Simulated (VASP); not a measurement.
# Cu (Fm-3m) in VASP: notebook, part 2 of 2

VASP 6.6.1. Earlier steps stand in the parts before.

## Step 3: Single point, PBEsol

This run uses another cell than the first one, of 11.32 Å³/atom, 1.064 times its volume.

Input file INCAR:

```
SYSTEM = Cu
ALGO = Normal
EDIFF = 1E-7
ENCUT = 520
GGA = PS
ISIF = 2
ISMEAR = -1
LASPH = .TRUE.
LCHARG = .FALSE.
LREAL = .FALSE.
LWAVE = .FALSE.
NBANDS = 12
NELM = 60
PREC = Accurate
SIGMA = 0.1
```

Input file KPOINTS:

```
k-points
0
G
  18 18 18
  0 0 0
```

Input file POSCAR:

```
Cu
1.0
    0.0000000000      1.7819054832      1.7819054832
    1.7819054832      0.0000000000      1.7819054832
    1.7819054832      1.7819054832      0.0000000000
Cu
1
Direct
    0.0000000000      0.0000000000      0.0000000000
```

Potentials or basis: VASP PAW PBE potentials, release 64 (Cu).

Launch:

```
> cat potpaw_PBE.64/Cu/POTCAR > POTCAR
> mpirun -np 1 vasp_std > vasp.out
```

OUTCAR:

```text
SYSTEM = Cu
   EDIFF = 1E-7
   ENCUT = 520
   GGA = PS
   ISIF = 2
   ISMEAR = -1
   LASPH = .TRUE.
   LREAL = .FALSE.
   NELM = 60
   PREC = Accurate

 ion  position               nearest neighbor table
   1  0.000  0.000  0.000-

  LATTYP: Found a face centered cubic cell.
 ALAT       =     3.5638109664

  Lattice vectors:

 A1 = (   0.0000000000,   1.7819054832,   1.7819054832)
 A2 = (   1.7819054832,   0.0000000000,   1.7819054832)
 A3 = (   1.7819054832,   1.7819054832,   0.0000000000)

Analysis of symmetry for initial positions (statically):
[... 5 lines left out ...]
 face centered cubic supercell.

 Subroutine GETGRP returns: Found 48 space group operations
 (whereof 48 operations were pure point group operations)
 out of a pool of 48 trial point group operations.

The static configuration has the point symmetry O_h .

Analysis of symmetry for dynamics (positions and initial velocities):
[... 5 lines left out ...]
 face centered cubic supercell.

 Subroutine GETGRP returns: Found 48 space group operations
 (whereof 48 operations were pure point group operations)
 out of a pool of 48 trial point group operations.

The dynamic configuration has the point symmetry O_h .

 Subroutine INISYM returns: Found 48 space group operations
 (whereof 48 operations are pure point group operations),
 and found     1 'primitive' translations

----------------------------------------------------------------------------------------

                                     Primitive cell

  volume of cell :      11.3158

  direct lattice vectors                    reciprocal lattice vectors
     0.000000000  1.781905483  1.781905483    -0.280598497  0.280598497  0.280598497
     1.781905483  0.000000000  1.781905483     0.280598497 -0.280598497  0.280598497
     1.781905483  1.781905483  0.000000000     0.280598497  0.280598497 -0.280598497

  length of vectors
     2.519994901  2.519994901  2.519994901     0.486010853  0.486010853  0.486010853

  position of ions in fractional coordinates (direct lattice)
     0.000000000  0.000000000  0.000000000

  ion indices of the primitive-cell ions
   primitive index   ion index
                 1           1

----------------------------------------------------------------------------------------

 KPOINTS: k-points

Automatic generation of k-mesh.
 Grid dimensions read from file:
 generate k-points for:   18   18   18

 Generating k-lattice:

  Cartesian coordinates                     Fractional coordinates (reciprocal lattice)
    -0.015588805  0.015588805  0.015588805     0.055555556  0.000000000  0.000000000
     0.015588805 -0.015588805  0.015588805     0.000000000  0.055555556  0.000000000
     0.015588805  0.015588805 -0.015588805     0.000000000  0.000000000  0.055555556

  Length of vectors
     0.027000603  0.027000603  0.027000603

  Shift w.r.t. Gamma in fractional coordinates (k-lattice)
     0.000000000  0.000000000  0.000000000

 Subroutine IBZKPT returns following result:
 ===========================================

 Found    195 irreducible k-points:

 Following reciprocal coordinates:
            Coordinates               Weight
  0.000000  0.000000  0.000000      1.000000
  0.055556  0.000000  0.000000      8.000000
  0.111111  0.000000  0.000000      8.000000
  0.166667  0.000000  0.000000      8.000000
  0.222222  0.000000  0.000000      8.000000
  0.277778  0.000000  0.000000      8.000000
[... 16 lines left out ...]
 -0.277778  0.055556  0.000000     24.000000
 -0.222222  0.055556  0.000000     24.000000
 [... further k-points ...]
   k-points           NKPTS =    195   k-points in BZ     NKDIM =    195   number of bands    NBANDS=     12
   number of dos      NEDOS =    301   number of ions     NIONS =      1
   total plane-waves  NPLWV =   8000
   dimension x,y,z NGX =    20 NGY =   20 NGZ =   20
   dimension x,y,z NGXF=    40 NGYF=   40 NGZF=   40
   ions per type =               1
   NGX,Y,Z   is equivalent  to a cutoff of  13.19, 13.19, 13.19 a.u.
   NGXF,Y,Z  is equivalent  to a cutoff of  26.39, 26.39, 26.39 a.u.
 SYSTEM =  Cu
   PREC   = accura    normal or accurate (medium, high low for compatibility)
   ISTART =      0    job   : 0-new  1-cont  2-samecut
   ICHARG =      2    charge: 1-file 2-atom 10-const
   ISPIN  =      1    spin polarized calculation?
   LNONCOLLINEAR =      F non collinear calculations
   LSORBIT =      F    spin-orbit coupling
   LASPH  =      T    aspherical Exc in radial PAW
   ENCUT  =  520.0 eV  38.22 Ry    6.18 a.u.   4.69  4.69  4.69*2*pi/ulx,y,z
   NELM   =     60;   NELMIN=  2; NELMDL= -5     # of ELM steps
   EDIFF  = 0.1E-06   stopping-criterion for ELM
   LREAL  =      F    real-space projection
   EDIFFG = 0.1E-05   stopping-criterion for IOM
   NSW    =      0    number of steps for IOM
   IBRION =     -1    ionic relax: 0-MD 1-quasi-New 2-CG
   NFREE  =      0    steps in history (QN), initial steepest desc. (CG)
   ISIF   =      2    stress and relaxation
   ISYM   =      2    0-nonsym 1-usesym 2-fastsym
   POTIM  = 0.5000    time-step for ionic-motion
   TEBEG  =    0.0;   TEEND  =   0.0 temperature during run
   PSTRESS=    0.0 pullay stress
   NELECT =      11.0000    total number of electrons
   NUPDOWN=      -1.0000    fix difference up-down
   EMIN   =  10.00;   EMAX   =-10.00  energy-range for DOS
   EFERMI =   0.00;   METHOD = LEGACY
   ISMEAR =    -1;   SIGMA  =   0.10  broadening in eV -4-tet -1-fermi 0-gaus
   EFERMI_NEDOS =   21; number of points for ismear=-14 and -15
   IALGO  =     38    algorithm
   IMIX   =      4    mixing-type and parameters
     AMIX     =   0.40;   BMIX     =  1.00
     AMIX_MAG =   1.60;   BMIX_MAG =  1.00
  volume/ion in A,a.u.               =      11.32        76.36
  Fermi-wavevector in a.u.,A,eV,Ry     =   1.621727  3.064620 35.783299  2.629998
  Thomas-Fermi vector in A             =   2.715456
   LORBIT       =      0    0 simple, 1 ext, 2 COOP (PROOUT), +10 PAW based schemes
   GGA     = PS    functional components
   LHFCALC =     F    Hartree Fock is set to
   AEXX    =    0.0000 exact exchange contribution
   IVDW    =     0    specifies the selected vdW correction
   LEPSILON=     F    determine dielectric tensor
   LRPA    =     F    only Hartree local field effects (RPA)
 non-spin polarized calculation
  energy-cutoff  :      520.00
  volume of cell :       11.32
 maximum number of plane-waves:       322
   NGX =  9   NGY =  9   NGZ =  9

 number of electron      11.0000013 magnetization

 Free energy of the ion-electron system (eV)
  ---------------------------------------------------
  ext. energy  EPLUGINS =         0.00000000
  ---------------------------------------------------
  free energy    TOTEN  =        -4.31352321 eV

  energy without entropy =       -4.30345970  energy(sigma->0) =       -4.30849146

 E-fermi :   7.9242     XC(G=0): -13.1595

 val. band max:        7.8891168729   @ k =   0.5000   0.1111   0.0000
 cond. band min:       7.9273755702   @ k =  -0.4444   0.1111   0.0556
 fundamental gap:      0.0382586973
 Fermi energy:         7.9242251676

 k-point     1 :       0.0000    0.0000    0.0000
  band No.  band energies     occupation
      1      -1.7799      2.00000
      2       4.7794      2.00000
      3       4.7794      2.00000
      4       4.7794      2.00000
      5       5.6685      2.00000
      6       5.6685      2.00000
      7      30.8654      0.00000
      8      33.8143      0.00000
      9      33.8143      0.00000
     10      33.8143      0.00000
     11      36.3325      0.00000
     12      36.3325      0.00000

 k-point     2 :       0.0556    0.0000    0.0000
  band No.  band energies     occupation
      1      -1.6639      2.00000
      2       4.7534      2.00000
      3       4.8023      2.00000
      4       4.8023      2.00000
      5       5.6591      2.00000
      6       5.6591      2.00000
      7      30.2704      0.00000
      8      32.3652      0.00000
      9      33.4435      0.00000
     10      33.4435      0.00000
     11      36.8620      0.00000
     12      36.8620      0.00000
[... 301 lines left out ...]
 k-point    23 :      -0.2778    0.0556    0.0000
  band No.  band energies     occupation
      1       1.2196      2.00000
      2       4.5099      2.00000
      3       4.8943      2.00000
      4       4.9421      2.00000
      5       5.7654      2.00000
      6       6.0501      2.00000
      7      18.5667      0.00000
      8      28.0722      0.00000
      9      31.3938      0.00000
     10      32.8185      0.00000
     11      34.6851      0.00000
     12      36.3537      0.00000

 k-point    24 :      -0.2222    0.0556    0.0000
  band No.  band energies     occupation
      1       0.3529      2.00000
      2       4.4614      2.00000
      3       4.9477      2.00000
      4       4.9893      2.00000
      5       5.6140      2.00000
      6       5.8753      2.00000
      7      21.2592      0.00000
      8      28.3788      0.00000
      9      32.0657      0.00000
     10      33.3487      0.00000
     11      35.8998      0.00000
     12      36.5105      0.00000

 [... further k-points ...]
[... 5 lines left out ...]
  --------------------------------------------------------------------------------------
  -------------------------------------------------------------------------------------
  Total        0.0522616      0.0522616      0.0522616      0.0000000     -0.0000000      0.0000000
  in kB        7.3996209      7.3996209      7.3996209      0.0000000     -0.0000000      0.0000000
  external PRESSURE =       7.3996209 kB  Pullay stress =       0.0000000 kB

 VOLUME and BASIS-vectors are now :
 -----------------------------------------------------------------------------
  energy-cutoff  :      520.00
  volume of cell :       11.32
      direct lattice vectors                 reciprocal lattice vectors
     0.000000000  1.781905483  1.781905483    -0.280598497  0.280598497  0.280598497
     1.781905483  0.000000000  1.781905483     0.280598497 -0.280598497  0.280598497
     1.781905483  1.781905483  0.000000000     0.280598497  0.280598497 -0.280598497

 POSITION                                       TOTAL-FORCE (eV/Angst)
 -----------------------------------------------------------------------------------
      0.00000      0.00000      0.00000         0.000000     -0.000000      0.000000
 -----------------------------------------------------------------------------------
    total drift:                                0.000000      0.000000      0.000000

  FREE ENERGIE OF THE ION-ELECTRON SYSTEM (eV)
  ---------------------------------------------------
  free  energy   TOTEN  =        -4.3135232136 eV

  energy  without entropy=       -4.3034597007  energy(sigma->0) =       -4.30849146
```

Wall time 14 s (1 thread of Intel Xeon 6975P-C, shared host); peak memory 0.14 GiB.

What came out:

```yaml
Free_energy: -4.3135 eV
Pressure: 0.7 GPa
```

Caveat: the PAW data sets were made with another functional, which shifts forces and pressure a little.
